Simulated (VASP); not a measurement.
# As (P1) in VASP: a series of runs

The runs below take As through single point, with PBE.

All numbers are computed with VASP 6.6.1; they aren't measurements. Logs are shortened: lines on timing, memory, paths and dates and some standing lists are left out, and cuts for length are marked.

## (1) The cell of the first run

The typed cell holds 8 atoms: a = 8.271 Å, b = 8.271 Å, c = 4.135 Å, α = 54.17°, β = 54.17°, γ = 54.17°.

## (2) Single point, PBE

Input file INCAR:

```
PREC = Accurate
ENCUT = 400
EDIFF = 1E-6
ISMEAR = -1
SIGMA = 0.05
LREAL = False
LASPH = True
NELM = 120
ALGO = Normal
ISIF = 2
LWAVE = False
LCHARG = False
GGA = PE
NBANDS = 30
GGA_COMPAT = False
```

Input file KPOINTS:

```
regular mesh
0
Gamma
  2 2 3
```

Input file POSCAR:

```
As
1.0
    3.7655160000      2.1740220000      7.0354530000
   -3.7655160000      2.1740220000      7.0354530000
    0.0000000000     -2.1740220000      3.5177260000
As
8
Direct
    0.3894333959      0.3883913077      0.7693054706
    0.1149619885      0.1084194588      0.2314342637
    0.3845287695      0.8855719200      0.7820646899
    0.1135262852      0.6163243081      0.2199868477
    0.8882779355      0.3868645833      0.7725197303
    0.6127937524      0.1135878002      0.2225499446
    0.8831643763      0.8895018875      0.7719284608
    0.6145717453      0.6115846381      0.2302846765
```

Potentials or basis: VASP PAW PBE potentials, release 64 (As).

Run with:

```
$ cat potpaw_PBE.64/As/POTCAR > POTCAR
$ mpirun -np 1 vasp_std > vasp.out
```

OUTCAR:

```text
PREC = Accurate
   ENCUT = 400
   EDIFF = 1E-6
   ISMEAR = -1
   LREAL = False
   LASPH = True
   NELM = 120
   ISIF = 2
   GGA = PE

 ion  position               nearest neighbor table
   1  0.389  0.388  0.769-   8 2.49   6 2.50   4 2.52
   2  0.115  0.108  0.231-   3 2.48   7 2.50   5 2.53
   3  0.385  0.886  0.782-   2 2.48   8 2.52   6 2.53
   4  0.114  0.616  0.220-   1 2.52   7 2.52   5 2.52
   5  0.888  0.387  0.773-   8 2.52   4 2.52   2 2.53
   6  0.613  0.114  0.223-   7 2.49   1 2.50   3 2.53
   7  0.883  0.890  0.772-   6 2.49   2 2.50   4 2.52
   8  0.615  0.612  0.230-   1 2.49   5 2.52   3 2.52

  LATTYP: Found a base centered monoclinic cell.
 ALAT       =    11.1856854725
 B/A-ratio  =     0.6732740714
 C/A-ratio  =     0.3696963838
 COS(beta)  =    -0.1263248317

  Lattice vectors:

 A1 = (  -3.7655160000,  -4.3480440000,  -3.5177270000)
 A2 = (   3.7655160000,  -4.3480440000,  -3.5177270000)
 A3 = (   0.0000000000,  -2.1740220000,   3.5177260000)

Analysis of symmetry for initial positions (statically):
=====================================================================
 Subroutine PRICEL returns:
 Original cell was already a primitive cell.

 Routine SETGRP: Setting up the symmetry group for a
 base centered monoclinic supercell.

 Subroutine GETGRP returns: Found  1 space group operations
 (whereof  1 operations were pure point group operations)
 out of a pool of  4 trial point group operations.

The static configuration has the point symmetry C_1 .

Analysis of symmetry for dynamics (positions and initial velocities):
=====================================================================
 Subroutine PRICEL returns:
 Original cell was already a primitive cell.

 Routine SETGRP: Setting up the symmetry group for a
 base centered monoclinic supercell.

 Subroutine GETGRP returns: Found  1 space group operations
 (whereof  1 operations were pure point group operations)
 out of a pool of  4 trial point group operations.

The dynamic configuration has the point symmetry C_1 .

 Subroutine INISYM returns: Found  1 space group operations
 (whereof  1 operations are pure point group operations),
 and found     1 'primitive' translations

----------------------------------------------------------------------------------------

                                     Primitive cell

  volume of cell :     172.7833

  direct lattice vectors                    reciprocal lattice vectors
     3.765516000  2.174022000  7.035453000     0.132783927  0.076662817  0.047379088
    -3.765516000  2.174022000  7.035453000    -0.132783927  0.076662817  0.047379088
     0.000000000 -2.174022000  3.517726000     0.000000000 -0.306651312  0.094758177

  length of vectors
     8.270615534  8.270615534  4.135307470     0.160479085  0.160479085  0.320958158

  position of ions in fractional coordinates (direct lattice)
     0.389433396  0.388391308  0.769305471
     0.114961988  0.108419459  0.231434264
     0.384528770  0.885571920  0.782064690
     0.113526285  0.616324308  0.219986848
     0.888277935  0.386864583  0.772519730
     0.612793752  0.113587800  0.222549945
     0.883164376  0.889501888  0.771928461
     0.614571745  0.611584638  0.230284676

  ion indices of the primitive-cell ions
   primitive index   ion index
                 1           1
                 2           2
                 3           3
                 4           4
                 5           5
                 6           6
                 7           7
                 8           8

----------------------------------------------------------------------------------------

 KPOINTS: regular mesh

Automatic generation of k-mesh.
 Grid dimensions read from file:
 generate k-points for:    2    2    3

 Generating k-lattice:

  Cartesian coordinates                     Fractional coordinates (reciprocal lattice)
     0.066391963  0.038331409  0.023689544     0.500000000 -0.000000000  0.000000000
    -0.066391963  0.038331409  0.023689544    -0.000000000  0.500000000  0.000000000
     0.000000000 -0.102217104  0.031586059     0.000000000  0.000000000  0.333333333

  Length of vectors
     0.080239542  0.080239542  0.106986053

  Shift w.r.t. Gamma in fractional coordinates (k-lattice)
     0.000000000  0.000000000  0.000000000

 Subroutine IBZKPT returns following result:
 ===========================================

 Found      8 irreducible k-points:

 Following reciprocal coordinates:
            Coordinates               Weight
  0.000000  0.000000  0.000000      1.000000
  0.500000 -0.000000  0.000000      1.000000
 -0.000000  0.500000  0.000000      1.000000
  0.500000  0.500000  0.000000      1.000000
  0.000000  0.000000  0.333333      2.000000
  0.500000  0.000000  0.333333      2.000000
  0.000000  0.500000 -0.333333      2.000000
  0.500000  0.500000  0.333333      2.000000
   k-points           NKPTS =      8   k-points in BZ     NKDIM =      8   number of bands    NBANDS=     30
   number of dos      NEDOS =    301   number of ions     NIONS =      8
   total plane-waves  NPLWV =  81648
   dimension x,y,z NGX =    54 NGY =   54 NGZ =   28
   dimension x,y,z NGXF=   108 NGYF=  108 NGZF=   56
   ions per type =               8
   NGX,Y,Z   is equivalent  to a cutoff of  10.85, 10.85, 11.26 a.u.
   NGXF,Y,Z  is equivalent  to a cutoff of  21.71, 21.71, 22.51 a.u.
 SYSTEM =  unknown system
   PREC   = accura    normal or accurate (medium, high low for compatibility)
   ISTART =      0    job   : 0-new  1-cont  2-samecut
   ICHARG =      2    charge: 1-file 2-atom 10-const
   ISPIN  =      1    spin polarized calculation?
   LNONCOLLINEAR =      F non collinear calculations
   LSORBIT =      F    spin-orbit coupling
   LASPH  =      T    aspherical Exc in radial PAW
   ENCUT  =  400.0 eV  29.40 Ry    5.42 a.u.  13.49 13.49  6.74*2*pi/ulx,y,z
   NELM   =    120;   NELMIN=  2; NELMDL= -5     # of ELM steps
   EDIFF  = 0.1E-05   stopping-criterion for ELM
   LREAL  =      F    real-space projection
   EDIFFG = 0.1E-04   stopping-criterion for IOM
   NSW    =      0    number of steps for IOM
   IBRION =     -1    ionic relax: 0-MD 1-quasi-New 2-CG
   NFREE  =      0    steps in history (QN), initial steepest desc. (CG)
   ISIF   =      2    stress and relaxation
   ISYM   =      2    0-nonsym 1-usesym 2-fastsym
   POTIM  = 0.5000    time-step for ionic-motion
   TEBEG  =    0.0;   TEEND  =   0.0 temperature during run
   PSTRESS=    0.0 pullay stress
   NELECT =      40.0000    total number of electrons
   NUPDOWN=      -1.0000    fix difference up-down
   EMIN   =  10.00;   EMAX   =-10.00  energy-range for DOS
   EFERMI =   0.00;   METHOD = LEGACY
   ISMEAR =    -1;   SIGMA  =   0.05  broadening in eV -4-tet -1-fermi 0-gaus
   EFERMI_NEDOS =   21; number of points for ismear=-14 and -15
   IALGO  =     38    algorithm
   IMIX   =      4    mixing-type and parameters
     AMIX     =   0.40;   BMIX     =  1.00
     AMIX_MAG =   1.60;   BMIX_MAG =  1.00
  volume/ion in A,a.u.               =      21.60       145.75
  Fermi-wavevector in a.u.,A,eV,Ry     =   1.005220  1.899589 13.748229  1.010466
  Thomas-Fermi vector in A             =   2.137885
   LORBIT       =      0    0 simple, 1 ext, 2 COOP (PROOUT), +10 PAW based schemes
   GGA     = PE    functional components
   LHFCALC =     F    Hartree Fock is set to
   AEXX    =    0.0000 exact exchange contribution
   IVDW    =     0    specifies the selected vdW correction
   LEPSILON=     F    determine dielectric tensor
   LRPA    =     F    only Hartree local field effects (RPA)
 non-spin polarized calculation
  energy-cutoff  :      400.00
  volume of cell :      172.78
 maximum number of plane-waves:      3148
 NGX is ok and might be reduce to    54
   NGX = 27   NGY = 27   NGZ = 13

 number of electron      40.0000000 magnetization

 Free energy of the ion-electron system (eV)
  ---------------------------------------------------
  ext. energy  EPLUGINS =         0.00000000
  ---------------------------------------------------
  free energy    TOTEN  =       -37.30513631 eV

  energy without entropy =      -37.26898926  energy(sigma->0) =      -37.28706278

 E-fermi :   5.2320     XC(G=0):  -9.9571

 val. band max:        5.2139224068   @ k =   0.5000   0.5000   0.3333
 cond. band min:       5.7813108523   @ k =   0.0000   0.0000   0.0000
 fundamental gap:      0.5673884455
 Fermi energy:         5.2319518545

 k-point     1 :       0.0000    0.0000    0.0000
  band No.  band energies     occupation
      1      -9.6060      2.00000
      2      -6.9568      2.00000
      3      -6.8524      2.00000
      4      -6.8251      2.00000
      5      -5.7062      2.00000
      6      -5.6063      2.00000
[... 22 lines left out ...]
     29       8.2972      0.00000
     30       8.3766      0.00000

 k-point     2 :       0.5000   -0.0000    0.0000
  band No.  band energies     occupation
      1      -8.7988      2.00000
      2      -8.7602      2.00000
      3      -7.0381      2.00000
      4      -7.0135      2.00000
      5      -4.7176      2.00000
      6      -4.6857      2.00000
[... 22 lines left out ...]
     29       8.6296      0.00000
     30       8.6696      0.00000

 k-point     3 :      -0.0000    0.5000    0.0000
  band No.  band energies     occupation
      1      -8.8094      2.00000
      2      -8.7571      2.00000
      3      -7.0499      2.00000
      4      -6.9653      2.00000
      5      -4.7871      2.00000
      6      -4.6866      2.00000
[... 22 lines left out ...]
     29       8.5901      0.00000
     30       8.6302      0.00000

 k-point     4 :       0.5000    0.5000    0.0000
  band No.  band energies     occupation
      1      -8.6738      2.00000
      2      -8.5765      2.00000
      3      -7.4384      2.00000
      4      -7.3538      2.00000
      5      -4.5316      2.00000
      6      -4.4686      2.00000
[... 22 lines left out ...]
     29       9.6103      0.00000
     30       9.6662      0.00000

 k-point     5 :       0.0000    0.0000    0.3333
  band No.  band energies     occupation
      1      -8.1830      2.00000
      2      -8.0618      2.00000
      3      -7.0150      2.00000
      4      -6.9214      2.00000
      5      -4.4467      2.00000
      6      -4.3816      2.00000
[... 22 lines left out ...]
     29       9.5192      0.00000
     30       9.5675      0.00000

 k-point     6 :       0.5000    0.0000    0.3333
  band No.  band energies     occupation
      1      -8.2415      2.00000
      2      -8.0974      2.00000
      3      -6.9927      2.00000
      4      -6.6566      2.00000
      5      -5.2782      2.00000
      6      -4.5155      2.00000
[... 22 lines left out ...]
     29       9.7179      0.00000
     30       9.7728      0.00000

 k-point     7 :       0.0000    0.5000   -0.3333
  band No.  band energies     occupation
      1      -8.2331      2.00000
      2      -8.0960      2.00000
      3      -7.0115      2.00000
      4      -6.6741      2.00000
      5      -5.2535      2.00000
      6      -4.4756      2.00000
[... 22 lines left out ...]
     29       9.6512      0.00000
     30       9.7757      0.00000

 k-point     8 :       0.5000    0.5000    0.3333
  band No.  band energies     occupation
      1      -8.9089      2.00000
      2      -6.8475      2.00000
      3      -6.7607      2.00000
      4      -6.6440      2.00000
      5      -5.1401      2.00000
      6      -5.0767      2.00000
[... 22 lines left out ...]
     29       8.9085      0.00000
     30       9.8490      0.00000

------------------------ aborting loop because EDIFF is reached ----------------------------------------

  FORCE on cell =-STRESS in cart. coord.  units (eV):
  Direction    XX          YY          ZZ          XY          YZ          ZX
  --------------------------------------------------------------------------------------
  -------------------------------------------------------------------------------------
  Total        4.1941190      4.8118963      3.0516238      0.1856725      0.7147966     -0.3779792
  in kB       38.8910436     44.6195419     28.2969640      1.7216960      6.6281344     -3.5049090
  external PRESSURE =      37.2691832 kB  Pullay stress =       0.0000000 kB

 VOLUME and BASIS-vectors are now :
 -----------------------------------------------------------------------------
  energy-cutoff  :      400.00
  volume of cell :      172.78
      direct lattice vectors                 reciprocal lattice vectors
     3.765516000  2.174022000  7.035453000     0.132783927  0.076662817  0.047379088
    -3.765516000  2.174022000  7.035453000    -0.132783927  0.076662817  0.047379088
     0.000000000 -2.174022000  3.517726000     0.000000000 -0.306651312  0.094758177

 POSITION                                       TOTAL-FORCE (eV/Angst)
 -----------------------------------------------------------------------------------
      0.00392      0.01852      8.17856        -0.130095     -0.021279     -0.463289
      0.02464     -0.01751      2.38571        -0.214013     -0.036871      0.409728
     -1.88669      1.06100     11.68682         0.115329      0.255324     -0.355471
     -1.89329      1.10845      5.90868         0.021122     -0.168101      0.242246
      1.88808      1.09271     11.68872         0.008504      0.062678     -0.242704
      1.87977      1.09534      5.89329        -0.024379     -0.218571      0.418563
     -0.02386      2.17563     15.18694         0.157706      0.098583     -0.359808
      0.01125      2.16505      9.43664         0.065825      0.028237      0.350735
 -----------------------------------------------------------------------------------
    total drift:                                0.000124     -0.000006      0.000020

  FREE ENERGIE OF THE ION-ELECTRON SYSTEM (eV)
  ---------------------------------------------------
  free  energy   TOTEN  =       -37.3051363070 eV

  energy  without entropy=      -37.2689892560  energy(sigma->0) =      -37.28706278
```

It took 80 s on 1 thread of Intel Xeon 8259CL, shared host; peak memory 0.25 GiB.

Results:

| Property | Result |
| --- | --- |
| Free energy | -37.3051 eV |
| Pressure | 3.7 GPa |
| Largest force | 0.482 eV/Å |
| Band gap on the k mesh | zero (bands 20 and 21 overlap by 0.14 eV) |

Forces on the atoms (eV/Å):
```
As  -0.130 -0.021 -0.463
As  -0.214 -0.037  0.410
As   0.115  0.255 -0.355
As   0.021 -0.168  0.242
As   0.009  0.063 -0.243
As  -0.024 -0.219  0.419
As   0.158  0.099 -0.360
As   0.066  0.028  0.351
```

Caveat: the k points lie up to 0.67 Å⁻¹ apart.

## (3) Single point, PBE

This run uses another cell than the first one, of 21.84 Å³/atom.

Input file INCAR:

```
SYSTEM = As
PREC = Accurate ; ENCUT = 400
EDIFF = 1E-6 ; ISMEAR = -1
SIGMA = 0.05 ; LREAL = .FALSE.
LASPH = .TRUE. ; NELM = 120
ALGO = Normal ; ISIF = 2
LWAVE = .FALSE. ; LCHARG = .FALSE.
GGA = PE ; NBANDS = 30
GGA_COMPAT = .FALSE.
```

Input file KPOINTS:

```
Automatic mesh
0
G
  2 2 3
  0 0 0
```

Input file POSCAR:

```
As
1.0
    3.7797620000      2.1822470000      7.0620700000
   -3.7797620000      2.1822470000      7.0620700000
    0.0000000000     -2.1822470000      3.5310350000
As
8
Direct
    0.3921521650      0.3902284989      0.7609981165
    0.1172326464      0.1036839097      0.2368528822
    0.3805612855      0.8824939468      0.7933293030
    0.1154308786      0.6203393887      0.2117489259
    0.8910643899      0.3864627774      0.7710432542
    0.6141534319      0.1137565815      0.2195757140
    0.8785706786      0.8924363664      0.7706322020
    0.6166963760      0.6099933084      0.2362326005
```

Potentials or basis: VASP PAW PBE potentials, release 64 (As).

Run with:

```
$ cat potpaw_PBE.64/As/POTCAR > POTCAR
$ mpirun -np 1 vasp_std > vasp.out
```

Wall time 76 s (1 thread of Intel Xeon 8259CL, shared host); peak memory 0.25 GiB.

The run converged. Its results:

```
Free energy            : -37.3142 eV
Pressure               : 2.7 GPa
Largest force          : 0.564 eV/Å
Band gap on the k mesh : zero (bands 20 and 21 overlap by 0.10 eV)
```

Forces on the atoms (eV/Å):
```
As  -0.201 -0.210 -0.357
As  -0.390 -0.019  0.353
As   0.267  0.477 -0.139
As   0.080 -0.232 -0.029
As  -0.055 -0.003 -0.036
As  -0.144 -0.340  0.263
As   0.321  0.141 -0.228
As   0.122  0.186  0.173
```

Stress tensor (GPa, compression positive):
```
 3.06  0.39 -0.80
 0.39  3.18  0.70
-0.80  0.70  1.79
```

Levels at points of the mesh, in eV from the Fermi level:
```csv
k point,band 18,band 19,band 20,band 21,band 22,band 23
"(0.00, 0.00, 0.00)",-1.71,-0.29,-0.27,-0.15,0.03,0.47
"(0.50, 0.00, 0.00)",-2.15,-1.32,-1.30,1.37,1.40,2.12
"(0.00, 0.50, 0.00)",-2.19,-1.36,-1.31,1.30,1.40,1.99
"(0.50, 0.50, 0.00)",-1.92,-1.87,-1.73,1.18,1.32,1.37
```

Caveat: the k points lie up to 0.67 Å⁻¹ apart.

## (4) Single point, PBE

This run uses another cell than the first one, of 22.10 Å³/atom.

Input file INCAR:

```
PREC = Accurate
ENCUT = 400
EDIFF = 1E-6
ISMEAR = -1
SIGMA = 0.05
LREAL = F
LASPH = T
NELM = 120
ALGO = Normal
ISIF = 2
LWAVE = F
LCHARG = T
GGA = PE
LELF = T
LVHAR = T
NBANDS = 30
GGA_COMPAT = F
```

Input file KPOINTS:

```
Automatic mesh
0
Gamma
  2 2 3
```

Input file POSCAR:

```
As
1.0
    3.7944900000      2.1907500000      7.0895870000
   -3.7944900000      2.1907500000      7.0895870000
    0.0000000000     -2.1907500000      3.5447940000
As
8
Direct
    0.3932033315      0.3921423193      0.7556576444
    0.1173858518      0.1011760317      0.2421679545
    0.3771148376      0.8797895053      0.8022783016
    0.1187338899      0.6230298559      0.2038164674
    0.8924459834      0.3863782378      0.7721767261
    0.6160111511      0.1143508489      0.2164261334
    0.8757172906      0.8945957169      0.7702066512
    0.6179327401      0.6090701525      0.2381397179
```

Run with:

```
$ cat potpaw_PBE.64/As/POTCAR > POTCAR
$ mpirun -np 1 vasp_std > vasp.out
```

Run time: 85 s. Hardware: 1 thread of Intel Xeon 8259CL, shared host; peak memory 0.25 GiB.

The run converged. Its results:

```yaml
Free_energy: -37.2965 eV
Pressure: 1.8 GPa
Largest_force: 0.697 eV/Å
Band_gap_on_the_k_mesh: zero (bands 20 and 21 overlap by 0.11 eV)
```

Forces in eV/Å, atoms in the order of the input:
```
As  -0.177 -0.333 -0.269
As  -0.434  0.055  0.285
As   0.309  0.621  0.065
As   0.073 -0.325 -0.227
As  -0.067 -0.003  0.074
As  -0.231 -0.419  0.116
As   0.411  0.134 -0.134
As   0.115  0.270  0.088
```

Stress tensor (GPa, compression positive):
```
 2.33  0.48 -1.17
 0.48  2.07  0.63
-1.17  0.63  0.95
```

Levels at points of the mesh, in eV from the Fermi level:
```csv
k point,band 18,band 19,band 20,band 21,band 22,band 23
"(0.00, 0.00, 0.00)",-1.65,-0.38,-0.36,-0.16,0.09,0.41
"(0.50, 0.00, 0.00)",-2.09,-1.33,-1.32,1.35,1.38,2.09
"(0.00, 0.50, 0.00)",-2.15,-1.40,-1.31,1.24,1.36,1.90
"(0.50, 0.50, 0.00)",-1.91,-1.88,-1.69,1.11,1.28,1.31
```

Caveat: the k points lie up to 0.67 Å⁻¹ apart.

## (5) The runs side by side

```csv
cell,gap on the mesh (eV),pressure (GPa),largest force (eV/Å)
"a = 8.271, b = 8.271, c = 4.135 Å, angles 54.2°, 8 atoms, atomic positions A",none,3.7,0.48
"a = 8.302, b = 8.302, c = 4.151 Å, angles 54.2°, 8 atoms, atomic positions B",none,2.7,0.56
"a = 8.334, b = 8.334, c = 4.167 Å, angles 54.2°, 8 atoms, atomic positions C",none,1.8,0.70
```

Alike in all rows: task single point; level PBE; potentials or basis VASP PAW PBE potentials, release 64 (As); no spin polarisation; k mesh 2 × 2 × 3; cutoff (eV) 400; smearing fermi-dirac 0.05 eV.

Caveats: all runs use coarse meshes.

Total energies depend on the potentials used, so only differences within one code and one set of settings carry meaning.

The gap in the log of VASP goes by the Fermi energy; the results here count the filled bands.